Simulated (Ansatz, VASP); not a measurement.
# Ni: VASP beside Ansatz

```
Ni
1.0
     2.32927    0.00000    0.00000
     0.00000    2.32927    0.00000
     0.00000    0.00000    2.32927
Ni
1
Direct
  0.00000 0.00000 0.00000
```

Alike in both runs: task electric field gradients; functional PBEsol; k mesh 16 × 16 × 16; occupations fermi-dirac, width 0.05 eV; collinear spin.

|  | VASP | Ansatz |
| --- | --- | --- |
| version | VASP 6.6.1 | Ansatz 0.2.0 |
| potentials or method | VASP PAW PBE potentials, release 64 (Ni) | PAW with Ansatz's default frozen-core files, scalar-relativistic |
| plane-wave cutoff (eV) | 520 | 420 |
| valence electrons in the cell | 10 | 18 |

```csv
,VASP,Ansatz,Ansatz less VASP
pressure (GPa),-7.7,-7.6,+0.05
net moment per atom (μB),0.56,0.58,+0.023
size of the moment on the site where the two differ most (μB),0.56,0.59,+0.032
```

VASP's potentials were made for PBE, not for PBEsol. Site moments also hang on the region over which each program counts them. VASP's potentials hold 10 valence electrons a cell and Ansatz's 18, so a difference there can come from the potentials and not from the codes.
